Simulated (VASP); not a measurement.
Ga, 2 atoms in the cell. The structure is tetragonal, space group I4_1/amd (No. 141). Conventional cell: a = 4.409 Å, b = 4.409 Å, c = 2.300 Å, α = 90.00°, β = 90.00°, γ = 90.00°. Within 3.0 Å of Ga (site symmetry -4m2) lie 10 Ga at 2.28 to 2.80 Å. 

| Property | Result |
| --- | --- |
| Program | VASP 6.6.1 |
| Task | relaxation of cell and atoms |
| Functional | PBEsol |
| Potentials or basis | VASP PAW PBE potentials, release 64 (Ga_d) |
| Cutoff | 600 eV |
| k mesh | 18 × 18 × 18 |
| Occupations | fermi-dirac, width 0.08 eV |
| Spin | no spin polarisation |
| Target pressure | 100 GPa |
| Dipole correction | no |
| Further INCAR settings | ALGO = Normal; EDIFF = 1e-07; IBRION = 2; EDIFFG = -0.005; NSW = 32; ISIF = 3 |

Potentials or basis: VASP PAW PBE potentials, release 64 (Ga_d).

Launch:

```console
$ cat potpaw_PBE.64/Ga_d/POTCAR > POTCAR
$ mpirun -np 1 vasp_std > vasp.out
```

Hardware: 1 thread of Intel(R) Xeon(R) 6975P-C (Granite Rapids), on a shared host.

Q: Estimate the wall time of this run.

A: It took 3.2 min on 1 thread of Intel(R) Xeon(R) 6975P-C (Granite Rapids) (shared host), peak memory 0.32 GiB. Counts: scf iterations 26, k points 480, ion steps 3.
